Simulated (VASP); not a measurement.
Set up this calculation in VASP 6.6.1, as the native input.

- Task: single point
- Functional: PBE
- Potentials or basis: VASP PAW PBE potentials, release 64 (Si, Mo_sv)
- Cutoff: 520 eV
- k mesh: 18 × 18 × 18
- Occupations: gaussian, width 0.1 eV
- Spin: no spin polarisation
- Dipole correction: no
- Further INCAR settings: ALGO = Normal; EDIFF = 1e-07; NBANDS = 18

The structure of Si2Mo lies in POSCAR:

```
Si2Mo
1.0
   -1.6084858703      1.6084858703      3.9366136687
    1.6084858703     -1.6084858703      3.9366136687
    1.6084858703      1.6084858703     -3.9366136687
Si Mo
2 1
Direct
    0.3350971325      0.3350971325      0.0000000000
    0.6649028675      0.6649028675      0.0000000000
    0.0000000000      0.0000000000      0.0000000000
```

One way to write it, as run:

INCAR

```
SYSTEM = Si2Mo
PREC     = Accurate       ! precision mode
ENCUT    = 520            ! plane-wave cutoff, eV
EDIFF    = 1E-7           ! SCF threshold, eV
ISMEAR   = 0              ! smearing method
SIGMA    = 0.1            ! smearing width, eV
LREAL    = .False.        ! projectors in reciprocal space
LASPH    = .True.         ! aspherical terms in the spheres
NELM     = 100            ! most SCF steps
ALGO     = Normal         ! electronic algorithm
ISIF     = 2              ! what is computed and relaxed
LWAVE    = .False.        ! write WAVECAR
LCHARG   = .False.        ! write CHGCAR
GGA      = PE             ! functional
NBANDS   = 18             ! bands
```

KPOINTS

```
Automatic mesh
0
Gamma
  18 18 18
  0 0 0
```

Potentials or basis: VASP PAW PBE potentials, release 64 (Si, Mo_sv).

The run is started by

```bash
$ cat potpaw_PBE.64/Si/POTCAR potpaw_PBE.64/Mo_sv/POTCAR > POTCAR
$ mpirun -np 1 vasp_std > vasp.out
```

Results of the run:

* Pressure: 0.1 GPa
* Largest force: 0.004 eV/Å
* Band gap on the k mesh: zero (band 11 reaches 12.53 eV, above the bottom of band 12 at 11.59 eV)

Run time: 9.7 min on 1 thread of Intel(R) Xeon(R) Platinum 8259CL CPU @ 2.50GHz (Skylake/Cascade Lake) (shared host), peak memory 0.46 GiB.
